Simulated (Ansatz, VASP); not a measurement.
One calculation of Zn3C, two programs

```xyz
8
Lattice="6.8310 0.0000 0.0000 -3.4155 5.9158 0.0000 0.0000 0.0000 2.8005" Properties=species:S:1:pos:R:3 pbc="T T T"
Zn    1.9715    1.1382    2.1004
Zn    4.8595    1.1382    2.1004
Zn    3.4155    3.6394    2.1004
Zn    1.4440    4.7776    0.7001
Zn   -1.4440    4.7776    0.7001
Zn    0.0000    2.2765    0.7001
C     3.4155    1.9719    0.7001
C     0.0000    3.9439    2.1004
```

Change from the starting cell: species swapped into the Pm3Pr type (P6_3/mmc, No. 194).

Alike in both runs: task relaxation of cell and atoms; functional PBE; k mesh 3 × 3 × 6; occupations gaussian, width 0.1 eV; no spin polarisation.

```csv
,VASP,Ansatz
version,VASP 6.6.1,Ansatz 0.2.0
potentials or method,"VASP PAW PBE potentials, release 64 (Zn, C), cutoff 600 eV","scalar-relativistic, plane waves, PAW"
valence electrons in the cell,80,80
```

Ansatz gave:

| Item | Value |
| --- | --- |
| gap on the k mesh at the Fermi level, each at its own relaxed structure (eV) | none |
| relaxed volume (Å³/atom) | 14.24 |
| relaxed length of the cell vector where the two differ most in proportion (Å) | 2.851 |

Q: Estimate VASP's values.

A: gap on the k mesh at the Fermi level, each at its own relaxed structure (eV): none; relaxed volume (Å³/atom): 14.25; relaxed length of the cell vector where the two differ most in proportion (Å): 2.858.

A gap of «none» marks a metal or a gap that the smearing closes.

The k mesh is coarse, so the values compare programs but aren't converged.
